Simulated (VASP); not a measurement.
Here is a VASP 6.6.1 calculation.

Contents of INCAR:

```
SYSTEM = TiPb2
PREC = Accurate
ENCUT = 500
EDIFF = 1E-6
ISMEAR = 0
SIGMA = 0.1
LREAL = .False.
LASPH = .True.
NELM = 120
ALGO = Normal
ISIF = 2
LWAVE = .False.
LCHARG = .False.
GGA = PE
NBANDS = 27
GGA_COMPAT = .False.
```

KPOINTS

```
regular mesh
0
Gamma
  6 6 6
  0 0 0
```

POSCAR

```
TiPb2
1.0
    4.8747499343      0.0000000000      0.0000000000
   -2.4373749672      4.2216572803      0.0000000000
    0.0000000000      0.0000000000      3.4287245895
Ti Pb
1 2
Direct
    0.0000000000      0.0000000000      0.0000000000
    0.3333333333      0.6666666667      0.5000000000
    0.6666666667      0.3333333333      0.5000000000
```

Potentials or basis: VASP PAW PBE potentials, release 64 (Ti_sv, Pb_d).

Command:

```bash
$ cat potpaw_PBE.64/Ti_sv/POTCAR potpaw_PBE.64/Pb_d/POTCAR > POTCAR
$ mpirun -np 1 vasp_std > vasp.out
```

Predict the band gap on the k mesh.

zero (bands 20 and 21 overlap by 1.26 eV).

Estimate the pressure.

11.0 GPa.

Stress tensor (GPa, compression positive):
```
18.18  0.00  0.00
 0.00 18.18  0.00
 0.00  0.00 -3.45
```

Caveat: the stress differs along the axes, from -3 to 18 GPa; spin-orbit coupling is left out, which moves the levels of the heavy elements.
